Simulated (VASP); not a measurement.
# YbB2 (P6/mmm) in VASP: single point with PBE+U

Aim: the single point of YbB2 with PBE+U.

Everything below comes from runs of VASP 6.6.1. Logs are shortened: lines on timing, memory, paths and dates and some standing lists are left out, and cuts for length are marked.

## Step 1: The cell of the first run

It takes space group P6/mmm (No. 191, hexagonal). Conventional cell: a = 3.214 Å, b = 3.214 Å, c = 3.974 Å, α = 90.00°, β = 90.00°, γ = 120.00°. Within 3.6 Å of Yb (site symmetry 6/mmm) lie 12 B at 2.72 Å and 6 Yb at 3.21 Å. Within 2.5 Å of B (site symmetry -6m2) lie 3 B at 1.86 Å.

## Step 2: Single point, PBE+U (11.85 Å³/atom)

Input file INCAR:

```
SYSTEM = YbB2
PREC = Accurate ; ENCUT = 520
EDIFF = 1E-7 ; ISMEAR = 0
SIGMA = 0.05 ; LREAL = .FALSE.
LASPH = .TRUE. ; NELM = 150
ALGO = Normal ; ISIF = 2
LWAVE = .FALSE. ; LCHARG = .TRUE.
LMAXMIX = 6 ; LDAU = .TRUE.
LDAUTYPE = 2 ; LDAUL = 3 -1
LDAUU = 6 0 ; LDAUJ = 0 0
LDAUPRINT = 1 ; GGA = PE
LELF = .TRUE. ; LVHAR = .TRUE.
NBANDS = 22
```

Input file KPOINTS:

```
Automatic mesh
0
G
  14 14 10
  0 0 0
```

Input file POSCAR:

```
YbB2
1.0
    3.2140946091      0.0000000000      0.0000000000
   -1.6070473046      2.7834875817      0.0000000000
    0.0000000000      0.0000000000      3.9735511044
Yb B
1 2
Direct
    0.0000000000      0.0000000000      0.0000000000
    0.3333333333      0.6666666667      0.5000000000
    0.6666666667      0.3333333333      0.5000000000
```

Potentials or basis: VASP PAW PBE potentials, release 64 (Yb, B).

The run is started by

```console
> cat potpaw_PBE.64/Yb/POTCAR potpaw_PBE.64/B/POTCAR > POTCAR
> mpirun -np 1 vasp_std > vasp.out
```

OUTCAR:

```text
SYSTEM = YbB2
   PREC = Accurate
   ENCUT = 520
   EDIFF = 1E-7
   ISMEAR = 0
   LREAL = .FALSE.
   LASPH = .TRUE.
   NELM = 150
   ISIF = 2
   GGA = PE

 ion  position               nearest neighbor table
   1  0.000  0.000  0.000-   2 2.72   3 2.72   2 2.72   3 2.72   3 2.72   3 2.72   2 2.72   2 2.72
                             3 2.72   3 2.72   2 2.72   2 2.72
   2  0.333  0.667  0.500-   3 1.86   3 1.86   3 1.86   1 2.72   1 2.72   1 2.72   1 2.72   1 2.72
                             1 2.72
   3  0.667  0.333  0.500-   2 1.86   2 1.86   2 1.86   1 2.72   1 2.72   1 2.72   1 2.72   1 2.72
                             1 2.72

  LATTYP: Found a hexagonal cell.
 ALAT       =     3.2140946091
 C/A-ratio  =     1.2362894027

  Lattice vectors:

 A1 = (   3.2140946091,   0.0000000000,   0.0000000000)
 A2 = (  -1.6070473046,   2.7834875817,   0.0000000000)
 A3 = (   0.0000000000,   0.0000000000,   3.9735511044)

Analysis of symmetry for initial positions (statically):
=====================================================================
 Subroutine PRICEL returns:
 Original cell was already a primitive cell.

 Routine SETGRP: Setting up the symmetry group for a
 hexagonal supercell.

 Subroutine GETGRP returns: Found 24 space group operations
 (whereof 24 operations were pure point group operations)
 out of a pool of 24 trial point group operations.

The static configuration has the point symmetry D_6h.

Analysis of symmetry for dynamics (positions and initial velocities):
=====================================================================
 Subroutine PRICEL returns:
 Original cell was already a primitive cell.

 Routine SETGRP: Setting up the symmetry group for a
 hexagonal supercell.

[... 179 lines left out ...]
  o =  0.9667  v =  0.0000  0.0000  0.0000  0.0000  0.0000  0.0000  0.0000  0.0000 -0.9840 -0.0000  0.0000 -0.0000  0.1782  0.0000      0.0000  0.0000  0.0000  0.0000  0.0000  0.0000  0.0000  0.0000  0.0000  0.0000  0.0000  0.0000  0.0000  0.0000
  o =  0.9667  v =  0.0000  0.0000  0.0000  0.0000  0.0000  0.0000  0.0000  0.0000 -0.1782 -0.0000  0.0000 -0.0000 -0.9840  0.0000      0.0000  0.0000  0.0000  0.0000  0.0000  0.0000  0.0000  0.0000  0.0000  0.0000  0.0000  0.0000  0.0000  0.0000
  o =  0.9856  v =  0.0000 -0.0000  0.3701  0.0000  0.9290  0.0000 -0.0000  0.0000  0.0000  0.0000  0.0000  0.0000  0.0000  0.0000      0.0000  0.0000  0.0000  0.0000  0.0000  0.0000  0.0000  0.0000  0.0000  0.0000  0.0000  0.0000  0.0000  0.0000
  o =  0.9856  v =  0.0000  0.0000  0.0000  0.0000  0.0000  0.0000  0.0000  0.0000 -0.0000  0.3701  0.0000  0.9290  0.0000 -0.0000      0.0000  0.0000  0.0000  0.0000  0.0000  0.0000  0.0000  0.0000  0.0000  0.0000  0.0000  0.0000  0.0000  0.0000
  o =  0.9856  v =  0.0000  0.0000  0.0000  0.0000  0.0000  0.0000  0.0000 -0.0000  0.0000 -0.9290  0.0000  0.3701  0.0000 -0.0000      0.0000  0.0000  0.0000  0.0000  0.0000  0.0000  0.0000  0.0000  0.0000  0.0000  0.0000  0.0000  0.0000  0.0000
  o =  0.9856  v = -0.0000  0.0000 -0.9290  0.0000  0.3701  0.0000 -0.0000  0.0000  0.0000  0.0000  0.0000  0.0000  0.0000  0.0000      0.0000  0.0000  0.0000  0.0000  0.0000  0.0000  0.0000  0.0000  0.0000  0.0000  0.0000  0.0000  0.0000  0.0000
  o =  0.9881  v =  0.0000  0.0000  0.0000  0.0000  0.0000  0.0000  0.0000  0.0000  0.0000 -0.0000 -0.0000  0.0000 -0.0000  1.0000      0.0000  0.0000  0.0000  0.0000  0.0000  0.0000  0.0000  0.0000  0.0000  0.0000  0.0000  0.0000  0.0000  0.0000
  o =  0.9881  v =  0.0000  0.0000 -0.0000 -0.0000  0.0000 -0.0000  1.0000  0.0000  0.0000  0.0000  0.0000  0.0000  0.0000  0.0000      0.0000  0.0000  0.0000  0.0000  0.0000  0.0000  0.0000  0.0000  0.0000  0.0000  0.0000  0.0000  0.0000  0.0000
  o =  0.9884  v =  0.0000  0.0000  0.0000  0.0000  0.0000  0.0000  0.0000  0.0000 -0.0000 -0.0000 -1.0000  0.0000 -0.0000 -0.0000      0.0000  0.0000  0.0000  0.0000  0.0000  0.0000  0.0000  0.0000  0.0000  0.0000  0.0000  0.0000  0.0000  0.0000
  o =  0.9884  v =  0.0000 -0.0000 -0.0000 -1.0000  0.0000 -0.0000 -0.0000  0.0000  0.0000  0.0000  0.0000  0.0000  0.0000  0.0000      0.0000  0.0000  0.0000  0.0000  0.0000  0.0000  0.0000  0.0000  0.0000  0.0000  0.0000  0.0000  0.0000  0.0000

 number of electron      29.9999989 magnetization

 Free energy of the ion-electron system (eV)
  ---------------------------------------------------
  ext. energy  EPLUGINS =         0.00000000
  ---------------------------------------------------
  free energy    TOTEN  =       -16.82988251 eV

  energy without entropy =      -16.82803725  energy(sigma->0) =      -16.82895988

 E-fermi :   3.6914     XC(G=0): -12.0281

 val. band max:        3.6794143616   @ k =   0.0714   0.0714   0.4000
 cond. band min:       3.7010548216   @ k =   0.5000  -0.0000   0.2000
 fundamental gap:      0.0216404600
 Fermi energy:         3.6914241810

 k-point     1 :       0.0000    0.0000    0.0000
  band No.  band energies     occupation
      1     -45.8700      2.00000
      2     -18.3173      2.00000
      3     -17.9733      2.00000
      4     -17.9733      2.00000
      5      -7.1777      2.00000
      6       1.8385      2.00000
[... 589 lines left out ...]
     21      14.9367      0.00000
     22      15.5589      0.00000

 [... further k-points ...]

------------------------ aborting loop because EDIFF is reached ----------------------------------------

  FORCE on cell =-STRESS in cart. coord.  units (eV):
  Direction    XX          YY          ZZ          XY          YZ          ZX
  --------------------------------------------------------------------------------------
  -------------------------------------------------------------------------------------
  Total        0.1502115      0.1502115     -0.1318511     -0.0000000     -0.0000000     -0.0000000
  in kB        6.7699746      6.7699746     -5.9424797     -0.0000000     -0.0000000     -0.0000000
  external PRESSURE =       2.5324898 kB  Pullay stress =       0.0000000 kB

 VOLUME and BASIS-vectors are now :
 -----------------------------------------------------------------------------
  energy-cutoff  :      520.00
  volume of cell :       35.55
      direct lattice vectors                 reciprocal lattice vectors
     3.214094609  0.000000000  0.000000000     0.311129609  0.179630764  0.000000000
    -1.607047305  2.783487582  0.000000000     0.000000000  0.359261527  0.000000000
     0.000000000  0.000000000  3.973551104     0.000000000  0.000000000  0.251664059

 POSITION                                       TOTAL-FORCE (eV/Angst)
 -----------------------------------------------------------------------------------
      0.00000      0.00000      0.00000         0.000000     -0.000000      0.000000
     -0.00000      1.85566      1.98678        -0.000000     -0.000000      0.000000
      1.60705      0.92783      1.98678        -0.000000      0.000000     -0.000000
 -----------------------------------------------------------------------------------
    total drift:                               -0.000000      0.000000     -0.000000

  FREE ENERGIE OF THE ION-ELECTRON SYSTEM (eV)
  ---------------------------------------------------
  free  energy   TOTEN  =       -16.8298825081 eV

  energy  without entropy=      -16.8280372501  energy(sigma->0) =      -16.82895988
```

OSZICAR:

```text
N       E                     dE             d eps       ncg     rms          rms(c)
DAV:   1     0.151502496209E+03    0.15150E+03   -0.10809E+04  8912   0.928E+03
[... 17 lines left out ...]
DAV:  19    -0.168300992301E+02   -0.21786E-03   -0.88334E-04 11786   0.130E+00    0.507E-01
DAV:  20    -0.168299601831E+02    0.13905E-03   -0.24834E-04 11412   0.738E-01    0.294E-01
DAV:  21    -0.168298855840E+02    0.74599E-04   -0.32556E-04  9480   0.906E-01    0.149E-01
DAV:  22    -0.168298845099E+02    0.10741E-05   -0.25519E-05 11264   0.976E-02    0.104E-01
DAV:  23    -0.168298829278E+02    0.15821E-05   -0.31417E-06 11312   0.341E-02    0.736E-02
DAV:  24    -0.168298828958E+02    0.31967E-07   -0.10293E-05  9574   0.153E-01    0.389E-02
DAV:  25    -0.168298824838E+02    0.41200E-06   -0.16953E-06 11428   0.584E-02    0.225E-02
DAV:  26    -0.168298825081E+02   -0.24242E-07   -0.33877E-07  7642   0.261E-02
   1 F= -.16829883E+02 E0= -.16828960E+02  d E =-.184526E-02
```

It took 2.5 min on 1 thread of Intel Xeon Platinum 8259CL at 2.50GHz (Skylake/Cascade Lake), shared host; peak memory 0.25 GiB.

What came out:

```
Free energy            : -16.8299 eV
Pressure               : 0.3 GPa
Band gap on the k mesh : zero (bands 15 and 16 overlap by 1.48 eV)
```

Levels at points of the mesh, in eV from the Fermi level:
```csv
k point,band 13,band 14,band 15,band 16,band 17,band 18
"(0.00, 0.00, 0.00)",-0.42,-0.29,0.05,0.05,6.56,6.56
"(0.50, 0.00, 0.00)",-0.77,-0.76,-0.30,0.49,3.43,6.33
"(0.00, 0.00, 0.50)",-0.81,1.02,1.02,3.72,4.34,4.34
"(0.50, 0.00, 0.50)",-0.82,-0.77,-0.73,-0.06,5.60,6.23
```

Eigenvalues of the final occupation matrices:
| site | spin | trace | eigenvalues |
| --- | --- | --- | --- |
| site 1 f | 1 | 6.84 | 0.96 0.97 0.97 0.99 0.99 0.99 0.99 |
| site 1 f | 2 | 6.84 | 0.96 0.97 0.97 0.99 0.99 0.99 0.99 |

Caveat: spin-orbit coupling is left out, which moves the levels of the heavy elements; U without spin polarisation on a metal has little footing. Spin polarisation is off, so any magnetic state and its effect on volume and gap are missing.
